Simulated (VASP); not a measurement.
# PbS (P-6m2) in VASP: notebook

PbS is run at these levels: PBE; tasks: single point.

All numbers are computed with VASP 6.6.1; they aren't measurements. Logs are shortened: lines on timing, memory, paths and dates and some standing lists are left out, and cuts for length are marked.

## 1. The cell of the first run

It takes space group P-6m2 (No. 187, hexagonal). Conventional cell: a = 3.241 Å, b = 3.241 Å, c = 5.187 Å, α = 90.00°, β = 90.00°, γ = 120.00°. Pb (site symmetry -6m2) has 6 S at 3.20 Å and 6 Pb at 3.24 Å within 4.2 Å. S (site symmetry -6m2) has 6 Pb at 3.20 Å and 6 S at 3.24 Å within 4.2 Å.

The cell was generated, and may not be a known phase.

## 2. Single point, PBE

File INCAR:

```
PREC = Accurate ; ENCUT = 520
EDIFF = 1E-6 ; ISMEAR = 0
SIGMA = 0.1 ; LREAL = F
LASPH = T ; NELM = 80
ALGO = Normal ; ISIF = 2
LWAVE = F ; LCHARG = F
GGA = PE ; NBANDS = 17
```

File KPOINTS:

```
Automatic mesh
0
Gamma
  6 6 4
```

File POSCAR:

```
PbS
1.0
    3.2413540000      0.0000000000      0.0000000000
   -1.6206770000      2.8070949000      0.0000000000
    0.0000000000      0.0000000000      5.1868716400
Pb S
1 1
Direct
    0.0000000000      0.0000000000      0.5000000000
    0.6666666700      0.3333333300      0.0000000000
```

Potentials or basis: VASP PAW PBE potentials, release 64 (Pb_d, S).

Run with:

```console
> cat potpaw_PBE.64/Pb_d/POTCAR potpaw_PBE.64/S/POTCAR > POTCAR
> mpirun -np 1 vasp_std > vasp.out
```

OUTCAR:

```text
PREC = Accurate
   ENCUT = 520
   EDIFF = 1E-6
   ISMEAR = 0
   LREAL = F
   LASPH = T
   NELM = 80
   ISIF = 2
   GGA = PE

 ion  position               nearest neighbor table
   1  0.000  0.000  0.500-   2 3.20   2 3.20   2 3.20   2 3.20   2 3.20   2 3.20
   2  0.667  0.333  0.000-   1 3.20   1 3.20   1 3.20   1 3.20   1 3.20   1 3.20

  LATTYP: Found a hexagonal cell.
 ALAT       =     3.2413540000
 C/A-ratio  =     1.6002175757

  Lattice vectors:

 A1 = (   3.2413540000,   0.0000000000,   0.0000000000)
 A2 = (  -1.6206770000,   2.8070949000,   0.0000000000)
 A3 = (   0.0000000000,   0.0000000000,   5.1868716400)

Analysis of symmetry for initial positions (statically):
=====================================================================
 Subroutine PRICEL returns:
 Original cell was already a primitive cell.

 Routine SETGRP: Setting up the symmetry group for a
 hexagonal supercell.

 Subroutine GETGRP returns: Found 12 space group operations
 (whereof 12 operations were pure point group operations)
 out of a pool of 24 trial point group operations.

The static configuration has the point symmetry D_3h.

Analysis of symmetry for dynamics (positions and initial velocities):
=====================================================================
 Subroutine PRICEL returns:
 Original cell was already a primitive cell.

 Routine SETGRP: Setting up the symmetry group for a
 hexagonal supercell.

 Subroutine GETGRP returns: Found 12 space group operations
 (whereof 12 operations were pure point group operations)
 out of a pool of 24 trial point group operations.

The dynamic configuration has the point symmetry D_3h.

 Subroutine INISYM returns: Found 12 space group operations
 (whereof 12 operations are pure point group operations),
 and found     1 'primitive' translations

----------------------------------------------------------------------------------------

                                     Primitive cell

  volume of cell :      47.1942

  direct lattice vectors                    reciprocal lattice vectors
     3.241354000  0.000000000  0.000000000     0.308513047  0.178120091  0.000000000
    -1.620677000  2.807094900  0.000000000     0.000000000  0.356240183  0.000000000
     0.000000000  0.000000000  5.186871640     0.000000000  0.000000000  0.192794437

  length of vectors
     3.241354000  3.241353994  5.186871640     0.356240182  0.356240183  0.192794437

  position of ions in fractional coordinates (direct lattice)
     0.000000000  0.000000000  0.500000000
     0.666666670  0.333333330  0.000000000

  ion indices of the primitive-cell ions
   primitive index   ion index
                 1           1
                 2           2

----------------------------------------------------------------------------------------

 KPOINTS: Automatic mesh

Automatic generation of k-mesh.
 Grid dimensions read from file:
 generate k-points for:    6    6    4

 Generating k-lattice:

  Cartesian coordinates                     Fractional coordinates (reciprocal lattice)
     0.051418841  0.029686682  0.000000000     0.166666667  0.000000000  0.000000000
     0.000000000  0.059373364  0.000000000     0.000000000  0.166666667  0.000000000
     0.000000000  0.000000000  0.048198609     0.000000000  0.000000000  0.250000000

  Length of vectors
     0.059373364  0.059373364  0.048198609

  Shift w.r.t. Gamma in fractional coordinates (k-lattice)
     0.000000000  0.000000000  0.000000000

 Subroutine IBZKPT returns following result:
 ===========================================

 Found     21 irreducible k-points:

 Following reciprocal coordinates:
            Coordinates               Weight
  0.000000  0.000000  0.000000      1.000000
  0.166667  0.000000  0.000000      6.000000
  0.333333  0.000000  0.000000      6.000000
  0.500000  0.000000  0.000000      3.000000
  0.166667  0.166667  0.000000      6.000000
  0.333333  0.166667  0.000000     12.000000
[... 13 lines left out ...]
  0.333333  0.166667  0.500000     12.000000
  0.333333  0.333333  0.500000      2.000000
   k-points           NKPTS =     21   k-points in BZ     NKDIM =     21   number of bands    NBANDS=     17
   number of dos      NEDOS =    301   number of ions     NIONS =      2
   total plane-waves  NPLWV =  23040
   dimension x,y,z NGX =    24 NGY =   24 NGZ =   40
   dimension x,y,z NGXF=    48 NGYF=   48 NGZF=   80
   ions per type =               1   1
   NGX,Y,Z   is equivalent  to a cutoff of  12.31, 12.31, 12.82 a.u.
   NGXF,Y,Z  is equivalent  to a cutoff of  24.62, 24.62, 25.64 a.u.
 SYSTEM =  unknown system
   PREC   = accura    normal or accurate (medium, high low for compatibility)
   ISTART =      0    job   : 0-new  1-cont  2-samecut
   ICHARG =      2    charge: 1-file 2-atom 10-const
   ISPIN  =      1    spin polarized calculation?
   LNONCOLLINEAR =      F non collinear calculations
   LSORBIT =      F    spin-orbit coupling
   LASPH  =      T    aspherical Exc in radial PAW
   ENCUT  =  520.0 eV  38.22 Ry    6.18 a.u.   6.03  6.03  9.64*2*pi/ulx,y,z
   NELM   =     80;   NELMIN=  2; NELMDL= -5     # of ELM steps
   EDIFF  = 0.1E-05   stopping-criterion for ELM
   LREAL  =      F    real-space projection
   EDIFFG = 0.1E-04   stopping-criterion for IOM
   NSW    =      0    number of steps for IOM
   IBRION =     -1    ionic relax: 0-MD 1-quasi-New 2-CG
   NFREE  =      0    steps in history (QN), initial steepest desc. (CG)
   ISIF   =      2    stress and relaxation
   ISYM   =      2    0-nonsym 1-usesym 2-fastsym
   POTIM  = 0.5000    time-step for ionic-motion
   TEBEG  =    0.0;   TEEND  =   0.0 temperature during run
   PSTRESS=    0.0 pullay stress
   NELECT =      20.0000    total number of electrons
   NUPDOWN=      -1.0000    fix difference up-down
   EMIN   =  10.00;   EMAX   =-10.00  energy-range for DOS
   EFERMI =   0.00;   METHOD = LEGACY
   ISMEAR =     0;   SIGMA  =   0.10  broadening in eV -4-tet -1-fermi 0-gaus
   EFERMI_NEDOS =   21; number of points for ismear=-14 and -15
   IALGO  =     38    algorithm
   IMIX   =      4    mixing-type and parameters
     AMIX     =   0.40;   BMIX     =  1.00
     AMIX_MAG =   1.60;   BMIX_MAG =  1.00
  volume/ion in A,a.u.               =      23.60       159.24
  Fermi-wavevector in a.u.,A,eV,Ry     =   1.229670  2.323739 20.573201  1.512088
  Thomas-Fermi vector in A             =   2.364548
   LORBIT       =      0    0 simple, 1 ext, 2 COOP (PROOUT), +10 PAW based schemes
   GGA     = PE    functional components
   LHFCALC =     F    Hartree Fock is set to
   AEXX    =    0.0000 exact exchange contribution
   IVDW    =     0    specifies the selected vdW correction
   LEPSILON=     F    determine dielectric tensor
   LRPA    =     F    only Hartree local field effects (RPA)
 non-spin polarized calculation
 Gauss-broadening in eV      SIGMA  =   0.10
  energy-cutoff  :      520.00
  volume of cell :       47.19
 maximum number of plane-waves:      1296
   NGX = 13   NGY = 13   NGZ = 19

 number of electron      19.9999993 magnetization

 Free energy of the ion-electron system (eV)
  ---------------------------------------------------
  ext. energy  EPLUGINS =         0.00000000
  ---------------------------------------------------
  free energy    TOTEN  =        -6.98697239 eV

  energy without entropy =       -6.97873423  energy(sigma->0) =       -6.98285331

 E-fermi :   6.5117     XC(G=0): -10.3773

 val. band max:        6.5011240554   @ k =   0.5000   0.0000   0.5000
 cond. band min:       6.5441216293   @ k =   0.3333   0.0000   0.0000
 fundamental gap:      0.0429975739
 Fermi energy:         6.5117412122

 k-point     1 :       0.0000    0.0000    0.0000
  band No.  band energies     occupation
      1     -10.6516      2.00000
      2     -10.5841      2.00000
      3     -10.5841      2.00000
      4     -10.2555      2.00000
      5     -10.2555      2.00000
      6      -7.0032      2.00000
[... 9 lines left out ...]
     16      19.0767      0.00000
     17      19.0805      0.00000

 k-point     2 :       0.1667    0.0000    0.0000
  band No.  band energies     occupation
      1     -10.6478      2.00000
      2     -10.5298      2.00000
      3     -10.4718      2.00000
      4     -10.3257      2.00000
      5     -10.2704      2.00000
      6      -6.5993      2.00000
[... 9 lines left out ...]
     16      18.0214      0.00000
     17      18.5472      0.00000

 k-point     3 :       0.3333    0.0000    0.0000
  band No.  band energies     occupation
      1     -10.7451      2.00000
      2     -10.4602      2.00000
      3     -10.3313      2.00000
      4     -10.3001      2.00000
      5     -10.2389      2.00000
      6      -5.5753      2.00000
[... 9 lines left out ...]
     16      17.8015      0.00000
     17      18.3519      0.00000

 k-point     4 :       0.5000    0.0000    0.0000
  band No.  band energies     occupation
      1     -10.7957      2.00000
      2     -10.5247      2.00000
      3     -10.3149      2.00000
      4     -10.2369      2.00000
      5     -10.1180      2.00000
      6      -4.8777      2.00000
[... 9 lines left out ...]
     16      17.6122      0.00000
     17      18.0467      0.00000
[... 283 lines left out ...]
      1     -10.6192      2.00000
      2     -10.5022      2.00000
      3     -10.4290      2.00000
      4     -10.3081      2.00000
      5     -10.2656      2.00000
      6      -5.4514      2.00000
[... 9 lines left out ...]
     16      17.5835      0.00000
     17      19.1933      0.00000

 k-point    20 :       0.3333    0.1667    0.5000
  band No.  band energies     occupation
      1     -10.6538      2.00000
      2     -10.5073      2.00000
      3     -10.3547      2.00000
      4     -10.3139      2.00000
      5     -10.1805      2.00000
      6      -4.7243      2.00000
[... 9 lines left out ...]
     16      16.1270      0.00000
     17      18.8402      0.00000

 k-point    21 :       0.3333    0.3333    0.5000
  band No.  band energies     occupation
      1     -10.4651      2.00000
      2     -10.4383      2.00000
      3     -10.4050      2.00000
      4     -10.3994      2.00000
      5     -10.2745      2.00000
      6      -4.4538      2.00000
[... 9 lines left out ...]
     16      16.5076      0.00000
     17      17.1426      0.00000

------------------------ aborting loop because EDIFF is reached ----------------------------------------

  FORCE on cell =-STRESS in cart. coord.  units (eV):
  Direction    XX          YY          ZZ          XY          YZ          ZX
  --------------------------------------------------------------------------------------
  -------------------------------------------------------------------------------------
  Total        1.7269113      1.7269113     -1.5162895      0.0000000     -0.0000000      0.0000000
  in kB       58.6261755     58.6261752    -51.4758645      0.0000000     -0.0000000      0.0000000
  external PRESSURE =      21.9254954 kB  Pullay stress =       0.0000000 kB

 VOLUME and BASIS-vectors are now :
 -----------------------------------------------------------------------------
  energy-cutoff  :      520.00
  volume of cell :       47.19
      direct lattice vectors                 reciprocal lattice vectors
     3.241354000  0.000000000  0.000000000     0.308513047  0.178120091  0.000000000
    -1.620677000  2.807094900  0.000000000     0.000000000  0.356240183  0.000000000
     0.000000000  0.000000000  5.186871640     0.000000000  0.000000000  0.192794437

 POSITION                                       TOTAL-FORCE (eV/Angst)
 -----------------------------------------------------------------------------------
      0.00000      0.00000      2.59344        -0.000000      0.000000      0.000000
      1.62068      0.93570      0.00000         0.000000      0.000000      0.000000
 -----------------------------------------------------------------------------------
    total drift:                               -0.000009      0.000005     -0.000000

  FREE ENERGIE OF THE ION-ELECTRON SYSTEM (eV)
  ---------------------------------------------------
  free  energy   TOTEN  =        -6.9869723901 eV

  energy  without entropy=       -6.9787342253  energy(sigma->0) =       -6.98285331
```

Wall time 12 s (1 thread of Intel Xeon Platinum 8259CL at 2.50GHz (Skylake/Cascade Lake), shared host); peak memory 0.16 GiB.

What came out:

* Free energy: -6.9870 eV
* Pressure: 2.2 GPa
* Band gap on the k mesh: zero (bands 10 and 11 overlap by 2.51 eV)

Stress tensor (GPa, compression positive):
```
 5.86  0.00  0.00
 0.00  5.86  0.00
 0.00  0.00 -5.15
```

Levels at points of the mesh, in eV from the Fermi level:
| k point | band 8 | band 9 | band 10 | band 11 | band 12 | band 13 |
| --- | --- | --- | --- | --- | --- | --- |
| (0.00, 0.00, 0.00) | -4.88 | 1.09 | 1.09 | 5.20 | 7.98 | 8.68 |
| (0.50, 0.00, 0.00) | -3.57 | -2.11 | -2.07 | -0.26 | 1.97 | 5.58 |
| (0.00, 0.00, 0.50) | -1.02 | 0.64 | 1.13 | 1.13 | 8.48 | 8.92 |
| (0.50, 0.00, 0.50) | -4.40 | -4.31 | -0.01 | 0.70 | 4.29 | 4.59 |

Caveat: the k points lie up to 0.37 Å⁻¹ apart, too coarse for converged energies and pressures of a metal; spin-orbit coupling is left out, which moves the levels of the heavy elements.

## 3. Single point, PBE

This run uses another cell than the first one, of 27.42 Å³/atom.

File INCAR:

```
SYSTEM = PbS
PREC = Accurate
ENCUT = 520
EDIFF = 1E-6
ISMEAR = 0
SIGMA = 0.1
LREAL = .False.
LASPH = .True.
NELM = 100
ALGO = Normal
ISIF = 2
LWAVE = .False.
LCHARG = .True.
GGA = PE
LELF = .True.
LVHAR = .True.
NBANDS = 17
```

File KPOINTS:

```
regular mesh
0
Gamma
  18 18 12
  0 0 0
```

File POSCAR:

```
PbS
1.0
    4.0879415967      0.0000000000      0.0000000000
   -2.0439707984      3.5402612719      0.0000000000
    0.0000000000      0.0000000000      3.7894632214
Pb S
1 1
Direct
    0.0000000000      0.0000000000      0.5000000000
    0.6666666667      0.3333333333      0.0000000000
```

Potentials or basis: VASP PAW PBE potentials, release 64 (Pb_d, S).

Run with:

```console
> cat potpaw_PBE.64/Pb_d/POTCAR potpaw_PBE.64/S/POTCAR > POTCAR
> mpirun -np 1 vasp_std > vasp.out
```

It took 3.1 min on 1 thread of Intel Xeon Platinum 8259CL at 2.50GHz (Skylake/Cascade Lake), shared host; peak memory 0.34 GiB.

The run converged. Its results:

* Free energy: -8.5246 eV
* Pressure: -0.1 GPa
* Band gap on the k mesh: zero (bands 10 and 11 overlap by 0.44 eV)

Levels at points of the mesh, in eV from the Fermi level:
```tsv
k point	band 8	band 9	band 10	band 11	band 12	band 13
(0.00, 0.00, 0.00)	-2.08	-1.60	-1.60	3.54	3.54	5.35
(0.50, 0.00, 0.00)	-2.61	-1.72	-1.10	2.00	4.01	5.34
(0.00, 0.00, 0.50)	-1.02	-1.02	0.10	0.98	3.95	3.95
(0.50, 0.00, 0.50)	-3.99	-3.95	-1.34	2.21	2.86	2.89
```

Caveat: semilocal functionals underestimate gaps, and a narrow one can read as zero; spin-orbit coupling is left out, which moves the levels of the heavy elements.

The gap in the log of VASP goes by the Fermi energy; the results here count the filled bands.